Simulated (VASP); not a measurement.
# NaCrH8N2F6 (P1) in VASP: further runs

NaCrH8N2F6 is run at these levels: LDA; tasks: single point.

Everything below comes from runs of VASP 6.6.1. Logs are shortened: lines on timing, memory, paths and dates and some standing lists are left out, and cuts for length are marked.

## (1) The cell of the first run

The typed cell holds 18 atoms: a = 6.168 Å, b = 6.168 Å, c = 6.168 Å, α = 60.00°, β = 60.00°, γ = 60.00°.

## (2) Single point, LDA, collinear spin, ferromagnetic start

The input, INCAR:

```
SYSTEM = NaCrH8N2F6
PREC     = Accurate       ! precision mode
ENCUT    = 520            ! plane-wave cutoff, eV
EDIFF    = 1E-7           ! SCF threshold, eV
ISMEAR   = -1             ! smearing method
SIGMA    = 0.05           ! smearing width, eV
LREAL    = Auto         
LASPH    = .True.         ! aspherical terms in the spheres
NELM     = 150            ! most SCF steps
ALGO     = Normal         ! electronic algorithm
ISIF     = 2              ! what is computed and relaxed
LWAVE    = .False.        ! write WAVECAR
LCHARG   = .False.        ! write CHGCAR
ISPIN    = 2              ! spin polarisation
MAGMOM   = 0 1.5 0 0 0 0 0 0 0 0 0 0 0 0 0 0 0 0 ! initial moments
LORBIT   = 11             ! projections on sites
LMAXMIX  = 4              ! l up to which the mixer works
GGA      = CA             ! functional
NBANDS   = 58             ! bands
```

The input, KPOINTS:

```
regular mesh
0
Gamma
  2 2 2
  0 0 0
```

The input, POSCAR:

```
NaCrH8N2F6
1.0
    0.0000000000      4.3612810000      4.3612810000
    4.3612810000      0.0000000000      4.3612810000
    4.3612810000      4.3612810000      0.0000000000
Na Cr H N F
1 1 8 2 6
Direct
    0.5086578920      0.4735764561      0.5097355571
   -0.0068672484      0.0137230323      0.0085410686
    0.2144324110      0.2268828814      0.0957975421
    0.1452898816      0.4783342325      0.2025207731
    0.1416097702      0.1672215113      0.4070822311
    0.4419458411      0.1873188176      0.1452898816
    0.6560916391      0.6547158965      0.8705928373
    0.8243105638      0.8679445328      0.6551859419
    0.8348120655      0.6897170808      0.5287322693
    1.0034093194      0.5364364277      0.7590545072
    0.2265848039      0.2926433770      0.2035640446
    0.8367037116      0.6801671344      0.7163950225
    0.7473263016      0.2098236734      0.8182916900
    0.1732059915      0.8057953615      0.7699114091
    0.7969447509      0.7442767389      0.2655871062
    0.2344380011      0.2369601959      0.7733163720
    0.2369028733      0.7457900557      0.2168628896
    0.7589283974      0.2820043010      0.1976712805
```

Potentials or basis: VASP PAW LDA potentials, release 64 (Na_pv, Cr_pv, H, N, F).

Started as:

```sh
$ cat potpaw_LDA.64/Na_pv/POTCAR potpaw_LDA.64/Cr_pv/POTCAR potpaw_LDA.64/H/POTCAR potpaw_LDA.64/N/POTCAR potpaw_LDA.64/F/POTCAR > POTCAR
$ mpirun -np 1 vasp_std > vasp.out
```

OUTCAR:

```text
SYSTEM = NaCrH8N2F6
   PREC = Accurate
   ENCUT = 520
   EDIFF = 1E-7
   ISMEAR = -1
   LREAL = Auto
   LASPH = .True.
   NELM = 150
   ISIF = 2
   ISPIN = 2
   LORBIT = 11
   GGA = CA

 ion  position               nearest neighbor table
   1  0.509  0.474  0.510-  18 2.23  16 2.23
   2  0.993  0.014  0.009-  13 1.91  14 1.97  17 1.99  18 2.01  16 2.03  15 2.05
   3  0.214  0.227  0.096-  11 0.98
   4  0.145  0.478  0.203-  11 0.99
   5  0.142  0.167  0.407-  11 1.11
   6  0.442  0.187  0.145-  11 1.10
   7  0.656  0.655  0.871-  12 1.07
   8  0.824  0.868  0.655-  12 1.00
   9  0.835  0.690  0.529-  12 1.13
  10  0.003  0.536  0.759-  12 1.02
  11  0.227  0.293  0.204-   3 0.98   4 0.99   6 1.10   5 1.11
  12  0.837  0.680  0.716-   8 1.00  10 1.02   7 1.07   9 1.13
  13  0.747  0.210  0.818-   2 1.91
  14  0.173  0.806  0.770-   2 1.97
  15  0.797  0.744  0.266-   2 2.05
  16  0.234  0.237  0.773-   2 2.03   1 2.23
  17  0.237  0.746  0.217-   2 1.99
  18  0.759  0.282  0.198-   2 2.01   1 2.23

  LATTYP: Found a face centered cubic cell.
 ALAT       =     8.7225620000

  Lattice vectors:

 A1 = (   0.0000000000,   4.3612810000,   4.3612810000)
 A2 = (   4.3612810000,   0.0000000000,   4.3612810000)
 A3 = (   4.3612810000,   4.3612810000,   0.0000000000)

Analysis of symmetry for initial positions (statically):
=====================================================================
 Subroutine PRICEL returns:
 Original cell was already a primitive cell.

 Routine SETGRP: Setting up the symmetry group for a
 face centered cubic supercell.

 Subroutine GETGRP returns: Found  1 space group operations
 (whereof  1 operations were pure point group operations)
 out of a pool of 48 trial point group operations.

The static configuration has the point symmetry C_1 .

Analysis of symmetry for dynamics (positions and initial velocities):
=====================================================================
 Subroutine PRICEL returns:
 Original cell was already a primitive cell.

 Routine SETGRP: Setting up the symmetry group for a
 face centered cubic supercell.

 Subroutine GETGRP returns: Found  1 space group operations
 (whereof  1 operations were pure point group operations)
 out of a pool of 48 trial point group operations.

The dynamic configuration has the point symmetry C_1 .

Analysis of structural, dynamic, and magnetic symmetry:
=====================================================================
 Subroutine PRICEL returns:
 Original cell was already a primitive cell.

 Routine SETGRP: Setting up the symmetry group for a
 face centered cubic supercell.

 Subroutine GETGRP returns: Found  1 space group operations
 (whereof  1 operations were pure point group operations)
 out of a pool of 48 trial point group operations.

The overall configuration has the point symmetry C_1 .

 Subroutine INISYM returns: Found  1 space group operations
 (whereof  1 operations are pure point group operations),
 and found     1 'primitive' translations

----------------------------------------------------------------------------------------

                                     Primitive cell

  volume of cell :     165.9099

  direct lattice vectors                    reciprocal lattice vectors
     0.000000000  4.361281000  4.361281000    -0.114645215  0.114645215  0.114645215
     4.361281000  0.000000000  4.361281000     0.114645215 -0.114645215  0.114645215
     4.361281000  4.361281000  0.000000000     0.114645215  0.114645215 -0.114645215

  length of vectors
     6.167782740  6.167782740  6.167782740     0.198571338  0.198571338  0.198571338

  position of ions in fractional coordinates (direct lattice)
     0.508657892  0.473576456  0.509735557
     0.993132752  0.013723032  0.008541069
     0.214432411  0.226882881  0.095797542
     0.145289882  0.478334233  0.202520773
     0.141609770  0.167221511  0.407082231
     0.441945841  0.187318818  0.145289882
[... 10 lines left out ...]
     0.236902873  0.745790056  0.216862890
     0.758928397  0.282004301  0.197671281

  ion indices of the primitive-cell ions
   primitive index   ion index
                 1           1
                 2           2
                 3           3
                 4           4
                 5           5
                 6           6
[... 10 lines left out ...]
                17          17
                18          18

----------------------------------------------------------------------------------------

 KPOINTS: regular mesh

Automatic generation of k-mesh.
 Grid dimensions read from file:
 generate k-points for:    2    2    2

 Generating k-lattice:

  Cartesian coordinates                     Fractional coordinates (reciprocal lattice)
    -0.057322608  0.057322608  0.057322608     0.500000000  0.000000000  0.000000000
     0.057322608 -0.057322608  0.057322608     0.000000000  0.500000000  0.000000000
     0.057322608  0.057322608 -0.057322608     0.000000000  0.000000000  0.500000000

  Length of vectors
     0.099285669  0.099285669  0.099285669

  Shift w.r.t. Gamma in fractional coordinates (k-lattice)
     0.000000000  0.000000000  0.000000000

 Subroutine IBZKPT returns following result:
 ===========================================

 Found      8 irreducible k-points:

 Following reciprocal coordinates:
            Coordinates               Weight
  0.000000  0.000000  0.000000      1.000000
  0.500000  0.000000  0.000000      1.000000
  0.000000  0.500000  0.000000      1.000000
  0.000000  0.000000  0.500000      1.000000
  0.500000  0.500000  0.500000      1.000000
  0.500000  0.500000  0.000000      1.000000
  0.000000  0.500000  0.500000      1.000000
  0.500000  0.000000  0.500000      1.000000
   k-points           NKPTS =      8   k-points in BZ     NKDIM =      8   number of bands    NBANDS=     58
   number of dos      NEDOS =    301   number of ions     NIONS =     18
   total plane-waves  NPLWV = 110592
   dimension x,y,z NGX =    48 NGY =   48 NGZ =   48
   dimension x,y,z NGXF=    96 NGYF=   96 NGZF=   96
   ions per type =               1   1   8   2   6
   NGX,Y,Z   is equivalent  to a cutoff of  12.94, 12.94, 12.94 a.u.
   NGXF,Y,Z  is equivalent  to a cutoff of  25.88, 25.88, 25.88 a.u.
 SYSTEM =  NaCrH8N2F6
   PREC   = accura    normal or accurate (medium, high low for compatibility)
   ISTART =      0    job   : 0-new  1-cont  2-samecut
   ICHARG =      2    charge: 1-file 2-atom 10-const
   ISPIN  =      2    spin polarized calculation?
   LNONCOLLINEAR =      F non collinear calculations
   LSORBIT =      F    spin-orbit coupling
   LASPH  =      T    aspherical Exc in radial PAW
   ENCUT  =  520.0 eV  38.22 Ry    6.18 a.u.  11.47 11.47 11.47*2*pi/ulx,y,z
   NELM   =    150;   NELMIN=  2; NELMDL= -5     # of ELM steps
   EDIFF  = 0.1E-06   stopping-criterion for ELM
   LREAL  =      T    real-space projection
   EDIFFG = 0.1E-05   stopping-criterion for IOM
   NSW    =      0    number of steps for IOM
   IBRION =     -1    ionic relax: 0-MD 1-quasi-New 2-CG
   NFREE  =      0    steps in history (QN), initial steepest desc. (CG)
   ISIF   =      2    stress and relaxation
   ISYM   =      2    0-nonsym 1-usesym 2-fastsym
   POTIM  = 0.5000    time-step for ionic-motion
   TEBEG  =    0.0;   TEEND  =   0.0 temperature during run
   PSTRESS=    0.0 pullay stress
   NELECT =      79.0000    total number of electrons
   NUPDOWN=      -1.0000    fix difference up-down
   EMIN   =  10.00;   EMAX   =-10.00  energy-range for DOS
   EFERMI =   0.00;   METHOD = LEGACY
   ISMEAR =    -1;   SIGMA  =   0.05  broadening in eV -4-tet -1-fermi 0-gaus
   EFERMI_NEDOS =   21; number of points for ismear=-14 and -15
   IALGO  =     38    algorithm
   IMIX   =      4    mixing-type and parameters
     AMIX     =   0.40;   BMIX     =  1.00
     AMIX_MAG =   1.60;   BMIX_MAG =  1.00
  volume/ion in A,a.u.               =       9.22        62.20
  Fermi-wavevector in a.u.,A,eV,Ry     =   1.278379  2.415787 22.235377  1.634254
  Thomas-Fermi vector in A             =   2.410926
   LORBIT       =     11    0 simple, 1 ext, 2 COOP (PROOUT), +10 PAW based schemes
   GGA     = CA    functional components
   LHFCALC =     F    Hartree Fock is set to
   AEXX    =    0.0000 exact exchange contribution
   IVDW    =     0    specifies the selected vdW correction
   LEPSILON=     F    determine dielectric tensor
   LRPA    =     F    only Hartree local field effects (RPA)
 spin polarized calculation
  energy-cutoff  :      520.00
  volume of cell :      165.91
 maximum number of plane-waves:      4477
 NGX is ok and might be reduce to    48
   NGX = 23   NGY = 23   NGZ = 23

 number of electron      79.0000001 magnetization       3.0000155

 Free energy of the ion-electron system (eV)
  ---------------------------------------------------
  ext. energy  EPLUGINS =         0.00000000
  ---------------------------------------------------
  free energy    TOTEN  =       -97.61494166 eV

  energy without entropy =      -97.61494096  energy(sigma->0) =      -97.61494131

 E-fermi :   0.7812     XC(G=0):  -9.4289

 val. band max:        0.0830023335   @ k =   0.5000   0.0000   0.5000
 cond. band min:       1.4162928487   @ k =   0.5000   0.5000   0.0000
 fundamental gap:      1.3332905152
 Fermi energy:         0.7812383749

 spin component 1

 k-point     1 :       0.0000    0.0000    0.0000
  band No.  band energies     occupation
      1     -43.9050      1.00000
      2     -43.8473      1.00000
      3     -43.8183      1.00000
      4     -22.4811      1.00000
      5     -22.3147      1.00000
      6     -22.1230      1.00000
[... 421 lines left out ...]
     50       7.9772      0.00000
     51       8.1073      0.00000
 Fermi energy:         0.7812383749

 spin component 2

 k-point     1 :       0.0000    0.0000    0.0000
  band No.  band energies     occupation
      1     -41.2090      1.00000
      2     -41.1610      1.00000
      3     -41.0959      1.00000
      4     -22.4552      1.00000
      5     -22.2924      1.00000
      6     -22.0951      1.00000
[... 421 lines left out ...]
     50       8.0454      0.00000
     51       8.1358      0.00000
 [bands above 51 left out]

------------------------ aborting loop because EDIFF is reached ----------------------------------------

  FORCE on cell =-STRESS in cart. coord.  units (eV):
  Direction    XX          YY          ZZ          XY          YZ          ZX
  --------------------------------------------------------------------------------------
  -------------------------------------------------------------------------------------
  Total       -8.6020360     -6.3342865     -8.0913016      0.1608583      1.9859655      3.2818519
  in kB      -83.0691247    -61.1696622    -78.1370064      1.5533948     19.1782991     31.6925625
  external PRESSURE =     -74.1252644 kB  Pullay stress =       0.0000000 kB

 VOLUME and BASIS-vectors are now :
 -----------------------------------------------------------------------------
  energy-cutoff  :      520.00
  volume of cell :      165.91
      direct lattice vectors                 reciprocal lattice vectors
     0.000000000  4.361281000  4.361281000    -0.114645215  0.114645215  0.114645215
     4.361281000  0.000000000  4.361281000     0.114645215 -0.114645215  0.114645215
     4.361281000  4.361281000  0.000000000     0.114645215  0.114645215 -0.114645215

 POSITION                                       TOTAL-FORCE (eV/Angst)
 -----------------------------------------------------------------------------------
      4.28850      4.44150      4.28380         0.031789     -0.151094      0.280773
      0.09710      4.36858      4.39118        -0.866705      0.007787     -0.477217
      1.40730      1.35300      1.92470        -1.204404     -3.159301     -0.837506
      2.96940      1.51690      2.71980         1.130446     -1.141241      1.495456
      2.50470      2.39300      1.34690        -0.428804     -0.513542      1.660720
      1.45060      2.56110      2.74440         2.023544     -0.415824      0.472160
[... 10 lines left out ...]
      4.19840      1.97900      4.28580         0.365552     -1.079830      0.468474
      2.09200      4.17200      4.53980        -1.395806      0.741105     -0.348506
 -----------------------------------------------------------------------------------
    total drift:                               -0.000401      0.004342      0.000225

  FREE ENERGIE OF THE ION-ELECTRON SYSTEM (eV)
  ---------------------------------------------------
  free  energy   TOTEN  =       -97.6149416608 eV

  energy  without entropy=      -97.6149409553  energy(sigma->0) =      -97.61494131

 total charge

# of ion       s       p       d       tot
------------------------------------------
    1        0.036   5.977   0.000   6.013
    2        0.246   6.272   3.934  10.452
    3        0.646   0.114   0.000   0.760
    4        0.615   0.107   0.000   0.721
    5        0.527   0.057   0.000   0.584
    6        0.523   0.063   0.000   0.586
[... 10 lines left out ...]
   17        1.725   4.314   0.000   6.039
   18        1.725   4.318   0.000   6.043
--------------------------------------------------
tot         17.680  44.447   3.934  66.061

 magnetization (x)

# of ion       s       p       d       tot
------------------------------------------
    1       -0.000  -0.000   0.000  -0.001
    2        0.017   0.017   2.759   2.793
    3        0.000   0.000   0.000   0.000
    4        0.000  -0.000   0.000   0.000
    5        0.000   0.000   0.000   0.000
    6        0.000  -0.000   0.000   0.000
[... 10 lines left out ...]
   17       -0.000   0.016   0.000   0.016
   18       -0.000   0.016   0.000   0.016
--------------------------------------------------
tot          0.016   0.084   2.759   2.860
```

Run time: 6.9 min. Hardware: 1 thread of Oxide Virtual Turin-like, shared host; peak memory 0.31 GiB.

What came out:

* Free energy: -97.6149 eV
* Pressure: -7.4 GPa
* Largest force: 6.411 eV/Å
* Band gap on the k mesh: 1.33 eV, indirect (least direct gap 1.42 eV)
* Net moment: 3.00 μB per cell
* Site moments: Na -0.00; Cr +2.79; H +0.00; N -0.00, +0.00; F +0.02, +0.01, -0.00 μB
* Valence electrons inside the program's atomic spheres: Na 6.01; Cr 10.45; H 0.76, 0.72, 0.58, 0.59, 0.63, 0.74, 0.56, 0.70; N 4.03, 4.02; F 6.05, 6.04

Forces on the atoms (eV/Å):
```
Na   0.032 -0.151  0.281
Cr  -0.867  0.008 -0.477
H   -1.204 -3.159 -0.838
H    1.130 -1.141  1.495
H   -0.429 -0.514  1.661
H    2.024 -0.416  0.472
H   -0.606  0.483  0.796
H    1.248  0.380  1.343
H    0.831  1.308 -0.484
H   -0.239  0.732  0.000
N   -1.620  5.584 -2.701
N   -0.812 -3.503 -1.890
F    0.086  0.340  0.083
F    0.925  0.376  0.420
F    0.430 -0.166  1.040
F    0.101  0.179 -1.322
F    0.366 -1.080  0.468
F   -1.396  0.741 -0.349
```

Caveat: the k points lie up to 0.62 Å⁻¹ apart; a cell with one magnetic atom can't hold antiferromagnetic order, which such compounds often take; forces of over 1 eV/Å act on the atoms, so gaps and moduli don't describe the material at rest.

(Part 1 of 2 ends here.)
